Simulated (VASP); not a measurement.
# Sb in VASP: a series of runs

The runs below take Sb through single point, with PBE.

Everything below comes from runs of VASP 6.6.1. Logs are shortened: lines on timing, memory, paths and dates and some standing lists are left out, and cuts for length are marked.

### 1 The cell of the first run

The cell holds a slab with vacuum, 8 atoms: a = 3.369 Å, b = 5.330 Å, c = 24.725 Å, α = 90.00°, β = 90.00°, γ = 90.00°.

### 2 Single point, PBE

The input, INCAR:

```
PREC     = Accurate       # precision mode
ENCUT    = 520            # plane-wave cutoff, eV
EDIFF    = 1E-6           # SCF threshold, eV
ISMEAR   = -1             # smearing method
SIGMA    = 0.05           # smearing width, eV
LREAL    = F              # projectors in reciprocal space
LASPH    = T              # aspherical terms in the spheres
NELM     = 80             # most SCF steps
ALGO     = Normal         # electronic algorithm
ISIF     = 2              # what is computed and relaxed
LWAVE    = F              # write WAVECAR
LCHARG   = F              # write CHGCAR
LDIPOL   = T            
IDIPOL   = 3            
DIPOL    = 0.5 0.5 0.500
GGA      = PE             # functional
NBANDS   = 30             # bands
```

The input, KPOINTS:

```
regular mesh
0
Gamma
  8 5 1
```

The input, POSCAR:

```
Sb
1.0
    3.3690001795      0.0000000000      0.0000000000
    0.0000000000      5.3300000000      0.0000000000
    0.0000000000      0.0000000000     24.7254658028
Sb
8
Direct
    0.0000000000      0.7500000000      0.3033309892
    0.5000000001      0.2500000000      0.3426647914
    0.5000000000      0.7500000000      0.4213323957
    0.0000000001      0.2500000000      0.4606661978
    0.0000000000      0.7500000000      0.5393338022
    0.5000000001      0.2500000000      0.5786676043
    0.5000000000      0.7500000000      0.6573352086
    0.0000000001      0.2500000000      0.6966690108
```

Potentials or basis: VASP PAW PBE potentials, release 64 (Sb).

Command:

```
$ cat potpaw_PBE.64/Sb/POTCAR > POTCAR
$ mpirun -np 1 vasp_std > vasp.out
```

OUTCAR:

```text
PREC = Accurate
   ENCUT = 520
   EDIFF = 1E-6
   ISMEAR = -1
   LREAL = F
   LASPH = T
   NELM = 80
   ISIF = 2
   GGA = PE

 ion  position               nearest neighbor table
   1  0.000  0.750  0.303-   2 3.30   2 3.30   2 3.30   2 3.30   3 3.37   3 3.37
   2  0.500  0.250  0.343-   3 3.30   3 3.30   1 3.30   1 3.30   1 3.30   1 3.30   4 3.37   4 3.37

   3  0.500  0.750  0.421-   4 3.30   4 3.30   2 3.30   2 3.30   4 3.30   4 3.30   1 3.37   5 3.37
                             1 3.37   5 3.37
   4  0.000  0.250  0.461-   3 3.30   3 3.30   3 3.30   3 3.30   5 3.30   5 3.30   2 3.37   2 3.37
                             6 3.37   6 3.37
   5  0.000  0.750  0.539-   6 3.30   6 3.30   6 3.30   6 3.30   4 3.30   4 3.30   7 3.37   7 3.37
                             3 3.37   3 3.37
   6  0.500  0.250  0.579-   5 3.30   5 3.30   7 3.30   7 3.30   5 3.30   5 3.30   4 3.37   4 3.37
                             8 3.37   8 3.37
   7  0.500  0.750  0.657-   6 3.30   6 3.30   8 3.30   8 3.30   8 3.30   8 3.30   5 3.37   5 3.37

   8  0.000  0.250  0.697-   7 3.30   7 3.30   7 3.30   7 3.30   6 3.37   6 3.37

  LATTYP: Found a simple orthorhombic cell.
 ALAT       =     3.3690001795
 B/A-ratio  =     1.5820717471
 C/A-ratio  =     7.3391108594

  Lattice vectors:

 A1 = (   3.3690001795,   0.0000000000,   0.0000000000)
 A2 = (   0.0000000000,   5.3300000000,   0.0000000000)
 A3 = (   0.0000000000,   0.0000000000,  24.7254658028)

Analysis of symmetry for initial positions (statically):
=====================================================================
 Subroutine PRICEL returns:
 Original cell was already a primitive cell.

 Routine SETGRP: Setting up the symmetry group for a
 simple orthorhombic supercell.

 Subroutine GETGRP returns: Found  8 space group operations
 (whereof  4 operations were pure point group operations)
 out of a pool of  8 trial point group operations.

The static configuration has the point symmetry C_2h.
 The point group associated with its full space group is D_2h.

Analysis of symmetry for dynamics (positions and initial velocities):
=====================================================================
 Subroutine PRICEL returns:
 Original cell was already a primitive cell.

 Routine SETGRP: Setting up the symmetry group for a
 simple orthorhombic supercell.

 Subroutine GETGRP returns: Found  8 space group operations
 (whereof  4 operations were pure point group operations)
[... 113 lines left out ...]
   POTIM  = 0.5000    time-step for ionic-motion
   TEBEG  =    0.0;   TEEND  =   0.0 temperature during run
   PSTRESS=    0.0 pullay stress
   NELECT =      40.0000    total number of electrons
   NUPDOWN=      -1.0000    fix difference up-down
   EMIN   =  10.00;   EMAX   =-10.00  energy-range for DOS
   EFERMI =   0.00;   METHOD = LEGACY
   ISMEAR =    -1;   SIGMA  =   0.05  broadening in eV -4-tet -1-fermi 0-gaus
   EFERMI_NEDOS =   21; number of points for ismear=-14 and -15
   IALGO  =     38    algorithm
   IMIX   =      4    mixing-type and parameters
     AMIX     =   0.40;   BMIX     =  1.00
     AMIX_MAG =   1.60;   BMIX_MAG =  1.00
  volume/ion in A,a.u.               =      55.50       374.52
  Fermi-wavevector in a.u.,A,eV,Ry     =   0.733901  1.386871  7.328236  0.538610
  Thomas-Fermi vector in A             =   1.826722
   LORBIT       =      0    0 simple, 1 ext, 2 COOP (PROOUT), +10 PAW based schemes
   GGA     = PE    functional components
   LHFCALC =     F    Hartree Fock is set to
   AEXX    =    0.0000 exact exchange contribution
   IVDW    =     0    specifies the selected vdW correction
   LEPSILON=     F    determine dielectric tensor
   LRPA    =     F    only Hartree local field effects (RPA)
 non-spin polarized calculation
  energy-cutoff  :      520.00
  volume of cell :      443.99
 maximum number of plane-waves:     11996
 NGX is ok and might be reduce to    28
   NGX = 13   NGY = 19   NGZ = 91

 number of electron      40.0000000 magnetization

 dipolmoment           0.000000      0.000000      0.000000 electrons x Angstroem

 Free energy of the ion-electron system (eV)
  ---------------------------------------------------
  ext. energy  EPLUGINS =         0.00000000
  ---------------------------------------------------
  free energy    TOTEN  =       -30.22295376 eV

  energy without entropy =      -30.16763964  energy(sigma->0) =      -30.19529670

 E-fermi :   1.9580     XC(G=0):  -5.5604

 val. band max:        1.9192383510   @ k =   0.2500   0.2000   0.0000
 cond. band min:       1.9830323942   @ k =   0.0000   0.2000   0.0000
 fundamental gap:      0.0637940432
 Fermi energy:         1.9580040868

 k-point     1 :       0.0000    0.0000    0.0000
  band No.  band energies     occupation
      1     -10.9823      2.00000
      2     -10.2631      2.00000
      3      -9.2249      2.00000
      4      -8.1196      2.00000
      5      -6.7921      2.00000
      6      -6.2441      2.00000
[... 484 lines left out ...]
     29       4.3306      0.00000
     30       4.6503      0.00000

------------------------ aborting loop because EDIFF is reached ----------------------------------------

 vacuum level on the upper side and lower side of the slab       (xc-potential included)        -0.129        -0.129

  FORCE on cell =-STRESS in cart. coord.  units (eV):
  Direction    XX          YY          ZZ          XY          YZ          ZX
  --------------------------------------------------------------------------------------
  -------------------------------------------------------------------------------------
  Total        0.0731511      0.1818919      1.1569610      0.0000000      0.0000000      0.0000000
  in kB        0.2639725      0.6563737      4.1750011      0.0000000      0.0000000      0.0000000
  external PRESSURE =       1.6984491 kB  Pullay stress =       0.0000000 kB

 VOLUME and BASIS-vectors are now :
 -----------------------------------------------------------------------------
  energy-cutoff  :      520.00
  volume of cell :      443.99
      direct lattice vectors                 reciprocal lattice vectors
     3.369000179  0.000000000  0.000000000     0.296823968  0.000000000  0.000000000
     0.000000000  5.330000000  0.000000000     0.000000000  0.187617261  0.000000000
     0.000000000  0.000000000 24.725465803     0.000000000  0.000000000  0.040444132

 POSITION                                       TOTAL-FORCE (eV/Angst)
 -----------------------------------------------------------------------------------
      0.00000      3.99750      7.50000        -0.000000      0.000000      0.393121
      1.68450      1.33250      8.47255         0.000000      0.000000     -0.272892
      1.68450      3.99750     10.41764        -0.000000      0.000000     -0.625887
      0.00000      1.33250     11.39019         0.000000      0.000000     -0.227621
      0.00000      3.99750     13.33528         0.000000      0.000000      0.227621
      1.68450      1.33250     14.30783         0.000000      0.000000      0.625887
      1.68450      3.99750     16.25292        -0.000000      0.000000      0.272892
      0.00000      1.33250     17.22547         0.000000      0.000000     -0.393121
 -----------------------------------------------------------------------------------
    total drift:                               -0.000000     -0.000000      0.000000

  FREE ENERGIE OF THE ION-ELECTRON SYSTEM (eV)
  ---------------------------------------------------
  free  energy   TOTEN  =       -30.2229537633 eV

  energy  without entropy=      -30.1676396401  energy(sigma->0) =      -30.19529670

 vacuum level on the upper side and lower side of the slab         6.114         6.114
```

stdout:

```text
POSCAR found type information on POSCAR Sb
 POSCAR found :  1 types and       8 ions
 scaLAPACK will be used
 LDA part: xc-table for (Slater+PW92), standard interpolation
 POSCAR, INCAR and KPOINTS ok, starting setup
 FFT: planning ... GRIDC
 FFT: planning ... GRID_SOFT
 FFT: planning ... GRID
 WAVECAR not read
 entering main loop
```

It took 10 min on 1 thread of AMD EPYC, shared host; peak memory 0.51 GiB.

What came out:

```yaml
Free_energy: -30.2230 eV
Largest_force: 0.626 eV/Å
Band_gap_on_the_k_mesh: zero (band 20 reaches 3.24 eV, above the bottom of band 21 at 0.94 eV)
```

Forces in eV/Å, atoms in the order of the input:
```
Sb   0.000  0.000  0.393
Sb   0.000  0.000 -0.273
Sb   0.000  0.000 -0.626
Sb   0.000  0.000 -0.228
Sb   0.000  0.000  0.228
Sb   0.000  0.000  0.626
Sb   0.000  0.000  0.273
Sb   0.000  0.000 -0.393
```

Levels at points of the mesh, in eV from the Fermi level:
| k point | band 17 | band 18 | band 19 | band 20 | band 21 | band 22 | band 23 | band 24 |
| --- | --- | --- | --- | --- | --- | --- | --- | --- |
| (0.00, 0.00, 0.00) | 0.34 | 0.35 | 0.61 | 0.70 | 1.07 | 2.04 | 2.26 | 2.33 |
| (0.50, 0.00, 0.00) | -2.61 | -2.43 | -2.42 | -0.84 | -0.79 | -0.68 | -0.63 | -0.47 |

Caveat: spin-orbit coupling is left out, which moves the levels of the heavy elements.

(Continued in part 2 of 2.)
